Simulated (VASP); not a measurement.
# ZnSi6Ni3 in VASP: a series of runs, part 2 of 2

VASP 6.6.1. Earlier steps stand in the parts before.

## (3) Single point, PBEsol

INCAR

```
SYSTEM = ZnSi6Ni3
PREC = Accurate
ENCUT = 520
EDIFF = 1E-6
ISMEAR = 0
SIGMA = 0.1
LREAL = .FALSE.
LASPH = .TRUE.
NELM = 80
ALGO = Normal
ISIF = 2
LWAVE = .FALSE.
LCHARG = .FALSE.
LDIPOL = .TRUE.
IDIPOL = 3
DIPOL = 0.5 0.5 0.484
GGA = PS
NBANDS = 44
```

KPOINTS

```
regular mesh
0
G
  9 9 1
  0 0 0
```

POSCAR

```
ZnSi6Ni3
1.0
    3.8123023665      0.0000000000      0.0000000000
   -1.9061511833      3.3015506963      0.0000000000
    0.0000000000      0.0000000000     26.7818296193
Si Ni Zn
6 3 1
Direct
    0.0000000000      0.0000000000      0.3173793621
    0.3333333333      0.6666666667      0.3754921179
    0.6666666667      0.3333333333      0.4336048736
    0.0000000000      0.0000000000      0.4927188741
    0.3333333333      0.6666666667      0.5509573952
    0.6666666667      0.3333333333      0.6118056740
    0.6666666667      0.3333333333      0.3464357400
    0.3333333333      0.6666666667      0.4628707866
    0.0000000000      0.0000000000      0.5778331300
    0.0000000000      0.0000000000      0.6672527945
```

Potentials or basis: VASP PAW PBE potentials, release 64 (Si, Ni, Zn).

Started as:

```console
$ cat potpaw_PBE.64/Si/POTCAR potpaw_PBE.64/Ni/POTCAR potpaw_PBE.64/Zn/POTCAR > POTCAR
$ mpirun -np 1 vasp_std > vasp.out
```

OUTCAR:

```text
SYSTEM = ZnSi6Ni3
   PREC = Accurate
   ENCUT = 520
   EDIFF = 1E-6
   ISMEAR = 0
   LREAL = .FALSE.
   LASPH = .TRUE.
   NELM = 80
   ISIF = 2
   GGA = PS

 ion  position               nearest neighbor table
   1  0.000  0.000  0.317-   7 2.33   7 2.33   7 2.33   2 2.70   2 2.70   2 2.70
   2  0.333  0.667  0.375-   7 2.33   7 2.33   7 2.33   8 2.34   3 2.70   3 2.70   3 2.70   1 2.70
                             1 2.70   1 2.70
   3  0.667  0.333  0.434-   7 2.33   8 2.34   8 2.34   8 2.34   2 2.70   2 2.70   2 2.70   4 2.71
                             4 2.71   4 2.71
   4  0.000  0.000  0.493-   9 2.28   8 2.34   8 2.34   8 2.34   5 2.70   5 2.70   5 2.70   3 2.71
                             3 2.71   3 2.71
   5  0.333  0.667  0.551-   9 2.32   9 2.32   9 2.32   8 2.36   4 2.70   4 2.70   4 2.70   6 2.74
                             6 2.74   6 2.74
   6  0.667  0.333  0.612-   9 2.38   9 2.38   9 2.38  10 2.66  10 2.66  10 2.66   5 2.74   5 2.74
                             5 2.74
   7  0.667  0.333  0.346-   3 2.33   2 2.33   2 2.33   1 2.33   1 2.33   1 2.33   2 2.33
   8  0.333  0.667  0.463-   3 2.34   3 2.34   3 2.34   2 2.34   4 2.34   4 2.34   4 2.34   5 2.36

   9  0.000  0.000  0.578-   4 2.28   5 2.32   5 2.32   5 2.32   6 2.38   6 2.38   6 2.38  10 2.39

  10  0.000  0.000  0.667-   9 2.39   6 2.66   6 2.66   6 2.66

  LATTYP: Found a hexagonal cell.
 ALAT       =     3.8123023665
 C/A-ratio  =     7.0251063648

  Lattice vectors:

 A1 = (   3.8123023665,   0.0000000000,   0.0000000000)
 A2 = (  -1.9061511833,   3.3015506963,   0.0000000000)
 A3 = (   0.0000000000,   0.0000000000,  26.7818296193)

Analysis of symmetry for initial positions (statically):
=====================================================================
 Subroutine PRICEL returns:
 Original cell was already a primitive cell.

 Routine SETGRP: Setting up the symmetry group for a
 hexagonal supercell.

 Subroutine GETGRP returns: Found  6 space group operations
 (whereof  6 operations were pure point group operations)
 out of a pool of 24 trial point group operations.

The static configuration has the point symmetry C_3v.

Analysis of symmetry for dynamics (positions and initial velocities):
=====================================================================
 Subroutine PRICEL returns:
 Original cell was already a primitive cell.

 Routine SETGRP: Setting up the symmetry group for a
 hexagonal supercell.

 Subroutine GETGRP returns: Found  6 space group operations
 (whereof  6 operations were pure point group operations)
 out of a pool of 24 trial point group operations.

The dynamic configuration has the point symmetry C_3v.

 Subroutine INISYM returns: Found  6 space group operations
 (whereof  6 operations are pure point group operations),
 and found     1 'primitive' translations

----------------------------------------------------------------------------------------

                                     Primitive cell

  volume of cell :     337.0898

  direct lattice vectors                    reciprocal lattice vectors
     3.812302366  0.000000000  0.000000000     0.262308680  0.151443987  0.000000000
    -1.906151183  3.301550696  0.000000000     0.000000000  0.302887974  0.000000000
     0.000000000  0.000000000 26.781829619     0.000000000  0.000000000  0.037338748

  length of vectors
     3.812302366  3.812302367 26.781829619     0.302887974  0.302887974  0.037338748

  position of ions in fractional coordinates (direct lattice)
     0.000000000  0.000000000  0.317379362
[... 74 lines left out ...]
   ICHARG =      2    charge: 1-file 2-atom 10-const
   ISPIN  =      1    spin polarized calculation?
   LNONCOLLINEAR =      F non collinear calculations
   LSORBIT =      F    spin-orbit coupling
   LASPH  =      T    aspherical Exc in radial PAW
   ENCUT  =  520.0 eV  38.22 Ry    6.18 a.u.   7.09  7.09 49.80*2*pi/ulx,y,z
   NELM   =     80;   NELMIN=  2; NELMDL= -5     # of ELM steps
   EDIFF  = 0.1E-05   stopping-criterion for ELM
   LREAL  =      F    real-space projection
   EDIFFG = 0.1E-04   stopping-criterion for IOM
   NSW    =      0    number of steps for IOM
   IBRION =     -1    ionic relax: 0-MD 1-quasi-New 2-CG
   NFREE  =      0    steps in history (QN), initial steepest desc. (CG)
   ISIF   =      2    stress and relaxation
   ISYM   =      2    0-nonsym 1-usesym 2-fastsym
   POTIM  = 0.5000    time-step for ionic-motion
   TEBEG  =    0.0;   TEEND  =   0.0 temperature during run
   PSTRESS=    0.0 pullay stress
   NELECT =      66.0000    total number of electrons
   NUPDOWN=      -1.0000    fix difference up-down
   EMIN   =  10.00;   EMAX   =-10.00  energy-range for DOS
   EFERMI =   0.00;   METHOD = LEGACY
   ISMEAR =     0;   SIGMA  =   0.10  broadening in eV -4-tet -1-fermi 0-gaus
   EFERMI_NEDOS =   21; number of points for ismear=-14 and -15
   IALGO  =     38    algorithm
   IMIX   =      4    mixing-type and parameters
     AMIX     =   0.40;   BMIX     =  1.00
     AMIX_MAG =   1.60;   BMIX_MAG =  1.00
  volume/ion in A,a.u.               =      33.71       227.48
  Fermi-wavevector in a.u.,A,eV,Ry     =   0.950621  1.796414 12.295329  0.903681
  Thomas-Fermi vector in A             =   2.079015
   LORBIT       =      0    0 simple, 1 ext, 2 COOP (PROOUT), +10 PAW based schemes
   GGA     = PS    functional components
   LHFCALC =     F    Hartree Fock is set to
   AEXX    =    0.0000 exact exchange contribution
   IVDW    =     0    specifies the selected vdW correction
   LEPSILON=     F    determine dielectric tensor
   LRPA    =     F    only Hartree local field effects (RPA)
 non-spin polarized calculation
 Gauss-broadening in eV      SIGMA  =   0.10
  energy-cutoff  :      520.00
  volume of cell :      337.09
 maximum number of plane-waves:      9099
   NGX = 15   NGY = 15   NGZ = 99

 dipolmoment           0.000000      0.000000      0.152461 electrons x Angstroem

 number of electron      66.0000024 magnetization

 dipolmoment           0.000000      0.000000     -0.024990 electrons x Angstroem

 Free energy of the ion-electron system (eV)
  ---------------------------------------------------
  ext. energy  EPLUGINS =         0.00000000
  ---------------------------------------------------
  free energy    TOTEN  =       -56.07625315 eV

  energy without entropy =      -56.05005961  energy(sigma->0) =      -56.06315638

 E-fermi :   1.0608     XC(G=0):  -5.4266

 val. band max:        0.9902138510   @ k =   0.3333   0.2222   0.0000
 cond. band min:       1.0638559815   @ k =   0.2222   0.2222   0.0000
 fundamental gap:      0.0736421305
 Fermi energy:         1.0608240908

 k-point     1 :       0.0000    0.0000    0.0000
  band No.  band energies     occupation
      1     -12.3331      2.00000
      2     -11.2796      2.00000
      3      -9.9319      2.00000
      4      -7.8101      2.00000
      5      -6.3873      2.00000
      6      -6.3093      2.00000
[... 553 lines left out ...]
     43       6.3790      0.00000
     44       6.5704      0.00000

------------------------ aborting loop because EDIFF is reached ----------------------------------------

 vacuum level on the upper side and lower side of the slab       (xc-potential included)        -0.392        -0.046

  FORCE on cell =-STRESS in cart. coord.  units (eV):
  Direction    XX          YY          ZZ          XY          YZ          ZX
  --------------------------------------------------------------------------------------
  -------------------------------------------------------------------------------------
  Total       -4.8616923     -4.8616923     -1.2339420      0.0000000      0.0000000     -0.0000000
  in kB      -23.1074753    -23.1074753     -5.8648888      0.0000000      0.0000000     -0.0000000
  external PRESSURE =     -17.3599465 kB  Pullay stress =       0.0000000 kB

 VOLUME and BASIS-vectors are now :
 -----------------------------------------------------------------------------
  energy-cutoff  :      520.00
  volume of cell :      337.09
      direct lattice vectors                 reciprocal lattice vectors
     3.812302366  0.000000000  0.000000000     0.262308680  0.151443987  0.000000000
    -1.906151183  3.301550696  0.000000000     0.000000000  0.302887974  0.000000000
     0.000000000  0.000000000 26.781829619     0.000000000  0.000000000  0.037338748

 POSITION                                       TOTAL-FORCE (eV/Angst)
 -----------------------------------------------------------------------------------
      0.00000      0.00000      8.50000         0.000000     -0.000000      0.553466
     -0.00000      2.20103     10.05637        -0.000000      0.000000     -0.512034
      1.90615      1.10052     11.61273         0.000000     -0.000000     -0.232080
      0.00000      0.00000     13.19591         0.000000     -0.000000      0.011244
     -0.00000      2.20103     14.75565         0.000000      0.000000      0.015895
      1.90615      1.10052     16.38528        -0.000000      0.000000      0.001555
      1.90615      1.10052      9.27818         0.000000      0.000000      0.164725
     -0.00000      2.20103     12.39653        -0.000000      0.000000      0.007094
      0.00000      0.00000     15.47543         0.000000      0.000000     -0.030112
      0.00000      0.00000     17.87025         0.000000     -0.000000      0.020247
 -----------------------------------------------------------------------------------
    total drift:                               -0.000000     -0.000001      0.000542

  FREE ENERGIE OF THE ION-ELECTRON SYSTEM (eV)
  ---------------------------------------------------
  free  energy   TOTEN  =       -56.0762531539 eV

  energy  without entropy=      -56.0500596055  energy(sigma->0) =      -56.06315638

 vacuum level on the upper side and lower side of the slab         5.132         5.496
```

It took 12 min on 1 thread of Intel Xeon 6975P-C, shared host; peak memory 0.49 GiB.

What came out:

```yaml
Free_energy: -56.0763 eV
Largest_force: 0.553 eV/Å
Band_gap_on_the_k_mesh: zero (band 33 reaches 2.49 eV, above the bottom of band 34 at 0.69 eV)
```

Forces in eV/Å, atoms in the order of the input:
```
Si   0.000  0.000  0.553
Si   0.000  0.000 -0.512
Si   0.000  0.000 -0.232
Si   0.000  0.000  0.011
Si   0.000  0.000  0.016
Si   0.000  0.000  0.002
Ni   0.000  0.000  0.165
Ni   0.000  0.000  0.007
Ni   0.000  0.000 -0.030
Zn   0.000  0.000  0.020
```

Levels at points of the mesh, in eV from the Fermi level:
| k point | band 30 | band 31 | band 32 | band 33 | band 34 | band 35 | band 36 | band 37 |
| --- | --- | --- | --- | --- | --- | --- | --- | --- |
| (0.00, 0.00, 0.00) | 0.51 | 0.51 | 0.91 | 1.43 | 1.70 | 1.70 | 1.80 | 2.17 |

Caveat: the PAW data sets were made with another functional, which shifts forces and pressure a little. Spin polarisation is off, so any magnetic state and its effect on volume and gap are missing.

## (4) Single point, PBEsol

INCAR

```
SYSTEM = ZnSi6Ni3
ALGO = Normal ; DIPOL = 0.5 0.5 0.484
EDIFF = 1E-6 ; ENCUT = 520
GGA = PS ; IDIPOL = 3
ISIF = 2 ; ISMEAR = 0
LASPH = .True. ; LCHARG = .True.
LDIPOL = .True. ; LELF = .True.
LREAL = .False. ; LVACPOTAV = .True.
LVHAR = .True. ; LWAVE = .False.
NBANDS = 44 ; NELM = 60
PREC = Accurate ; SIGMA = 0.1
```

KPOINTS

```
k-points
0
Gamma
  9 9 1
  0 0 0
```

POSCAR

```
ZnSi6Ni3
1.0
    3.8123023665      0.0000000000      0.0000000000
   -1.9061511833      3.3015506963      0.0000000000
    0.0000000000      0.0000000000     26.7818296193
Si Ni Zn
6 3 1
Direct
    0.0000000000      0.0000000000      0.3173793621
    0.3333333333      0.6666666667      0.3754921179
    0.6666666667      0.3333333333      0.4336048736
    0.0000325232      0.0000650464      0.4927657421
    0.3330666036      0.6661332072      0.5510546391
    0.6664165981      0.3328331963      0.6117534662
    0.6666666667      0.3333333333      0.3464357400
    0.3333716765      0.6667433530      0.4629354001
   -0.0003463128     -0.0006926256      0.5777803450
    0.9998344134      0.9996688268      0.6672198200
```

Started as:

```console
$ cat potpaw_PBE.64/Si/POTCAR potpaw_PBE.64/Ni/POTCAR potpaw_PBE.64/Zn/POTCAR > POTCAR
$ mpirun -np 1 vasp_std > vasp.out
```

Wall time 25 min (1 thread of Intel Xeon 6975P-C, shared host); peak memory 0.61 GiB.

The run converged. Its results:

```yaml
Free_energy: -56.0763 eV
Largest_force: 0.554 eV/Å
Band_gap_on_the_k_mesh: zero (band 33 reaches 2.49 eV, above the bottom of band 34 at 0.69 eV)
```

Forces in eV/Å, atoms in the order of the input:
```
Si   0.000  0.000  0.554
Si   0.000  0.000 -0.503
Si   0.000  0.001 -0.223
Si   0.000 -0.003 -0.006
Si   0.000  0.000 -0.008
Si   0.000 -0.002  0.008
Ni   0.000  0.000  0.166
Ni   0.000 -0.001 -0.006
Ni   0.000  0.004 -0.003
Zn   0.000  0.000  0.021
```

Levels at points of the mesh, in eV from the Fermi level:
| k point | band 31 | band 32 | band 33 | band 34 | band 35 | band 36 |
| --- | --- | --- | --- | --- | --- | --- |
| (0.00, 0.00, 0.00) | 0.51 | 0.91 | 1.43 | 1.69 | 1.69 | 1.80 |

Caveat: the PAW data sets were made with another functional, which shifts forces and pressure a little. Spin polarisation is off, so any magnetic state and its effect on volume and gap are missing.
